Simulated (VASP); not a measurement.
# SiC (Moissanite 6H): single point with LDA

Crystal: SiC (Moissanite 6H).

```
CELL_PARAMETERS angstrom
3.05925 0.00000 0.00000
-1.52963 2.64939 0.00000
0.00000 0.00000 15.01070
ATOMIC_POSITIONS crystal
Si 0.66667 0.33333 0.45831
Si 0.33333 0.66667 0.95831
Si 0.66667 0.33333 0.79182
Si 0.33333 0.66667 0.29182
Si 0.00000 0.00000 0.62504
Si 0.00000 0.00000 0.12504
C 0.66667 0.33333 0.33332
C 0.33333 0.66667 0.83332
C 0.66667 0.33333 0.66683
C 0.33333 0.66667 0.16683
C 0.00000 0.00000 0.49969
C 0.00000 0.00000 0.99969
```

| Quantity | Value |
| --- | --- |
| Program | VASP 6.6.1 |
| Task | single point |
| Functional | LDA |
| Potentials or basis | VASP PAW LDA potentials, release 64 (Si, C) |
| Cutoff | 520 eV |
| k mesh | 10 × 10 × 2 |
| Occupations | fermi-dirac, width 0.05 eV |
| Spin | no spin polarisation |

* Pressure: 0.4 GPa
* Band gap on the k mesh: 1.97 eV, indirect (least direct gap 3.07 eV)

Levels at points of the mesh, in eV from the valence-band top:
```csv
k point,band 20,band 21,band 22,band 23,band 24,band 25,band 26,band 27,band 28,band 29
"(0.00, 0.00, 0.00)",-0.30,-0.30,-0.04,0.00,0.00,5.31,5.48,5.90,6.41,6.58
"(0.50, 0.00, 0.00)",-2.28,-1.83,-1.80,-1.69,-1.11,1.97,2.16,3.16,3.86,4.54
"(0.00, 0.00, 0.50)",-0.64,-0.10,-0.10,-0.10,-0.10,5.38,5.38,6.13,6.13,6.90
"(0.50, 0.00, 0.50)",-2.38,-1.73,-1.73,-1.32,-1.32,2.01,2.01,3.38,3.38,4.82
```

Wall time 91 s on 1 thread of Intel(R) Xeon(R) Platinum 8375C CPU @ 2.90GHz (Ice Lake), with other jobs on the host, peak memory 0.23 GiB.

A k mesh can miss the band edges. As with any semilocal functional, this LDA gap is likely too small.
